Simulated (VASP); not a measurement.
Os, 4 atoms in the cell. The cell holds a slab with vacuum, 4 atoms: a = 2.734 Å, b = 2.734 Å, c = 18.480 Å, α = 90.00°, β = 90.00°, γ = 120.00°. 

- Program: VASP 6.6.1
- Task: single point
- Functional: PBE
- Potentials or basis: VASP PAW PBE potentials, release 64 (Os)
- Cutoff: 520 eV
- k mesh: 7 × 7 × 1
- Occupations: methfessel-paxton, width 0.1 eV
- Spin: no spin polarisation
- Dipole correction: yes
- Electric field (eV/Å): -0.1
- Further INCAR settings: ALGO = Normal; EDIFF = 1e-07; NBANDS = 24; EFIELD = 0.1

Potentials or basis: VASP PAW PBE potentials, release 64 (Os).

The run is started by

```sh
$ cat potpaw_PBE.64/Os/POTCAR > POTCAR
$ mpirun -np 1 vasp_std > vasp.out
```

Hardware: 1 thread of Intel(R) Xeon(R) 6975P-C (Granite Rapids), with other jobs on the host.

**Question.** Estimate the wall time of this run.

**Answer.** Run time: 45 s on 1 thread of Intel(R) Xeon(R) 6975P-C (Granite Rapids), with other jobs on the host, peak memory 0.22 GiB. Counts: scf iterations 35, k points 8.
